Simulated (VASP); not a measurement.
# K (Pm-3m) in VASP: settings compared

The runs below take K through single point, relaxation of cell and atoms, with PBEsol, BLYP+D3(BJ), PBEsol+D3(BJ).

Everything below comes from runs of VASP 6.6.1. Logs are shortened: lines on timing, memory, paths and dates and some standing lists are left out, and cuts for length are marked.

### 1 The cell of the first run

It takes space group Pm-3m (No. 221, cubic). The conventional cell has a = 4.234 Å, b = 4.234 Å, c = 4.234 Å, α = 90.00°, β = 90.00°, γ = 90.00°. K (site symmetry m-3m) has 6 K at 4.23 Å within 5.6 Å.

### 2 Single point, PBEsol

Input file INCAR:

```
SYSTEM = K
  PREC = Accurate
  ENCUT = 520
  EDIFF = 1E-7
  ISMEAR = -1
  SIGMA = 0.05
  LREAL = .FALSE.
  LASPH = .TRUE.
  NELM = 80
  ALGO = Normal
  ISIF = 2
  LWAVE = .FALSE.
  LCHARG = .FALSE.
  GGA = PS
  NBANDS = 10
```

Input file KPOINTS:

```
regular mesh
0
G
  7 7 7
  0 0 0
```

Input file POSCAR:

```
K
1.0
    4.2335184205      0.0000000000      0.0000000000
    0.0000000000      4.2335184205      0.0000000000
    0.0000000000      0.0000000000      4.2335184205
K
1
Direct
    0.0000000000      0.0000000000      0.0000000000
```

Potentials or basis: VASP PAW PBE potentials, release 64 (K_sv).

Run with:

```console
> cat potpaw_PBE.64/K_sv/POTCAR > POTCAR
> mpirun -np 1 vasp_std > vasp.out
```

OUTCAR:

```text
SYSTEM = K
   PREC = Accurate
   ENCUT = 520
   EDIFF = 1E-7
   ISMEAR = -1
   LREAL = .FALSE.
   LASPH = .TRUE.
   NELM = 80
   ISIF = 2
   GGA = PS

 ion  position               nearest neighbor table
   1  0.000  0.000  0.000-

  LATTYP: Found a simple cubic cell.
 ALAT       =     4.2335184205

  Lattice vectors:

 A1 = (   4.2335184205,   0.0000000000,   0.0000000000)
 A2 = (   0.0000000000,   4.2335184205,   0.0000000000)
 A3 = (   0.0000000000,   0.0000000000,   4.2335184205)

Analysis of symmetry for initial positions (statically):
=====================================================================
 Subroutine PRICEL returns:
 Original cell was already a primitive cell.

 Routine SETGRP: Setting up the symmetry group for a
 simple cubic supercell.

 Subroutine GETGRP returns: Found 48 space group operations
 (whereof 48 operations were pure point group operations)
 out of a pool of 48 trial point group operations.

The static configuration has the point symmetry O_h .

Analysis of symmetry for dynamics (positions and initial velocities):
=====================================================================
 Subroutine PRICEL returns:
 Original cell was already a primitive cell.

 Routine SETGRP: Setting up the symmetry group for a
 simple cubic supercell.

 Subroutine GETGRP returns: Found 48 space group operations
 (whereof 48 operations were pure point group operations)
 out of a pool of 48 trial point group operations.

The dynamic configuration has the point symmetry O_h .

 Subroutine INISYM returns: Found 48 space group operations
 (whereof 48 operations are pure point group operations),
 and found     1 'primitive' translations

----------------------------------------------------------------------------------------

                                     Primitive cell

  volume of cell :      75.8760

  direct lattice vectors                    reciprocal lattice vectors
     4.233518421  0.000000000  0.000000000     0.236210145  0.000000000  0.000000000
     0.000000000  4.233518421  0.000000000     0.000000000  0.236210145  0.000000000
     0.000000000  0.000000000  4.233518421     0.000000000  0.000000000  0.236210145

  length of vectors
[... 75 lines left out ...]
   EDIFF  = 0.1E-06   stopping-criterion for ELM
   LREAL  =      F    real-space projection
   EDIFFG = 0.1E-05   stopping-criterion for IOM
   NSW    =      0    number of steps for IOM
   IBRION =     -1    ionic relax: 0-MD 1-quasi-New 2-CG
   NFREE  =      0    steps in history (QN), initial steepest desc. (CG)
   ISIF   =      2    stress and relaxation
   ISYM   =      2    0-nonsym 1-usesym 2-fastsym
   POTIM  = 0.5000    time-step for ionic-motion
   TEBEG  =    0.0;   TEEND  =   0.0 temperature during run
   PSTRESS=    0.0 pullay stress
   NELECT =       9.0000    total number of electrons
   NUPDOWN=      -1.0000    fix difference up-down
   EMIN   =  10.00;   EMAX   =-10.00  energy-range for DOS
   EFERMI =   0.00;   METHOD = LEGACY
   ISMEAR =    -1;   SIGMA  =   0.05  broadening in eV -4-tet -1-fermi 0-gaus
   EFERMI_NEDOS =   21; number of points for ismear=-14 and -15
   IALGO  =     38    algorithm
   IMIX   =      4    mixing-type and parameters
     AMIX     =   0.40;   BMIX     =  1.00
     AMIX_MAG =   1.60;   BMIX_MAG =  1.00
  volume/ion in A,a.u.               =      75.88       512.04
  Fermi-wavevector in a.u.,A,eV,Ry     =   0.804367  1.520033  8.803053  0.647006
  Thomas-Fermi vector in A             =   1.912410
   LORBIT       =      0    0 simple, 1 ext, 2 COOP (PROOUT), +10 PAW based schemes
   GGA     = PS    functional components
   LHFCALC =     F    Hartree Fock is set to
   AEXX    =    0.0000 exact exchange contribution
   IVDW    =     0    specifies the selected vdW correction
   LEPSILON=     F    determine dielectric tensor
   LRPA    =     F    only Hartree local field effects (RPA)
 non-spin polarized calculation
  energy-cutoff  :      520.00
  volume of cell :       75.88
 maximum number of plane-waves:      2057
 NGX is ok and might be reduce to    32
   NGX = 15   NGY = 15   NGZ = 15

 number of electron       8.9999997 magnetization

 Free energy of the ion-electron system (eV)
  ---------------------------------------------------
  ext. energy  EPLUGINS =         0.00000000
  ---------------------------------------------------
  free energy    TOTEN  =        -1.03083971 eV

  energy without entropy =       -1.02635454  energy(sigma->0) =       -1.02859712

 E-fermi :  -0.2239     XC(G=0):  -5.6137

 val. band max:       -0.3375286577   @ k =   0.4286   0.1429   0.1429
 cond. band min:      -0.1800444088   @ k =   0.2857   0.2857   0.2857
 fundamental gap:      0.1574842488
 Fermi energy:        -0.2239294038

 k-point     1 :       0.0000    0.0000    0.0000
  band No.  band energies     occupation
      1     -32.3867      2.00000
      2     -15.8828      2.00000
      3     -15.8828      2.00000
      4     -15.8828      2.00000
      5      -2.3294      2.00000
      6       2.6868      0.00000
      7       2.6868      0.00000
      8       6.0744      0.00000
      9       6.0747      0.00000
     10       6.0759      0.00000
[... 235 lines left out ...]
 k-point    20 :       0.4286    0.4286    0.4286
  band No.  band energies     occupation
      1     -32.3718      2.00000
      2     -15.9560      2.00000
      3     -15.9554      2.00000
      4     -15.9554      2.00000
      5       1.6541      0.00000
      6       2.1518      0.00000
      7       2.1518      0.00000
      8       3.8630      0.00000
      9       4.1965      0.00000
     10       4.1965      0.00000

------------------------ aborting loop because EDIFF is reached ----------------------------------------

  FORCE on cell =-STRESS in cart. coord.  units (eV):
  Direction    XX          YY          ZZ          XY          YZ          ZX
  --------------------------------------------------------------------------------------
  -------------------------------------------------------------------------------------
  Total        0.0009619      0.0009619      0.0009619     -0.0000000     -0.0000000      0.0000000
  in kB        0.0203110      0.0203110      0.0203110     -0.0000000     -0.0000000      0.0000000
  external PRESSURE =       0.0203110 kB  Pullay stress =       0.0000000 kB

 VOLUME and BASIS-vectors are now :
 -----------------------------------------------------------------------------
  energy-cutoff  :      520.00
  volume of cell :       75.88
      direct lattice vectors                 reciprocal lattice vectors
     4.233518421  0.000000000  0.000000000     0.236210145  0.000000000  0.000000000
     0.000000000  4.233518421  0.000000000     0.000000000  0.236210145  0.000000000
     0.000000000  0.000000000  4.233518421     0.000000000  0.000000000  0.236210145

 POSITION                                       TOTAL-FORCE (eV/Angst)
 -----------------------------------------------------------------------------------
      0.00000      0.00000      0.00000         0.000000      0.000000      0.000000
 -----------------------------------------------------------------------------------
    total drift:                                0.000000      0.000000      0.000000

  FREE ENERGIE OF THE ION-ELECTRON SYSTEM (eV)
  ---------------------------------------------------
  free  energy   TOTEN  =        -1.0308397063 eV

  energy  without entropy=       -1.0263545435  energy(sigma->0) =       -1.02859712
```

OSZICAR:

```text
N       E                     dE             d eps       ncg     rms          rms(c)
DAV:   1     0.458055047566E+02    0.45806E+02   -0.35108E+03   400   0.685E+02
DAV:   2     0.544161368587E+00   -0.45261E+02   -0.44699E+02   434   0.191E+02
DAV:   3    -0.997598365631E+00   -0.15418E+01   -0.15370E+01   616   0.280E+01
DAV:   4    -0.103466393833E+01   -0.37066E-01   -0.37027E-01   534   0.435E+00
DAV:   5    -0.103571613842E+01   -0.10522E-02   -0.10521E-02   624   0.460E-01    0.182E+00
DAV:   6    -0.103239955863E+01    0.33166E-02   -0.42045E-03   556   0.447E-01    0.120E+00
DAV:   7    -0.103082973780E+01    0.15698E-02   -0.76688E-03   508   0.548E-01    0.101E-01
DAV:   8    -0.103083729587E+01   -0.75581E-05   -0.88539E-04   584   0.275E-01    0.481E-02
DAV:   9    -0.103084663754E+01   -0.93417E-05   -0.35681E-05   664   0.557E-02    0.196E-02
DAV:  10    -0.103084040652E+01    0.62310E-05   -0.25517E-05   520   0.360E-02    0.649E-03
DAV:  11    -0.103084001616E+01    0.39037E-06   -0.64878E-07   542   0.545E-03    0.211E-03
DAV:  12    -0.103083970391E+01    0.31225E-06   -0.94183E-08   516   0.219E-03    0.275E-04
DAV:  13    -0.103083970630E+01   -0.23931E-08   -0.64713E-09   262   0.589E-04
   1 F= -.10308397E+01 E0= -.10285971E+01  d E =-.448516E-02
```

Wall time 9.4 s (1 thread of Intel Xeon Platinum 8559C (Emerald Rapids), shared host); peak memory 0.16 GiB.

Results:

```
Free energy : -1.0308 eV
Pressure    : 0.0 GPa
```

Levels at points of the mesh, in eV from the Fermi level:
```csv
k point,band 3,band 4,band 5,band 6,band 7,band 8
"(0.00, 0.00, 0.00)",-15.66,-15.66,-2.11,2.91,2.91,6.30
```

Caveat: the PAW data sets were made with another functional, which shifts forces and pressure a little.

(Part 1 of 2 ends here.)
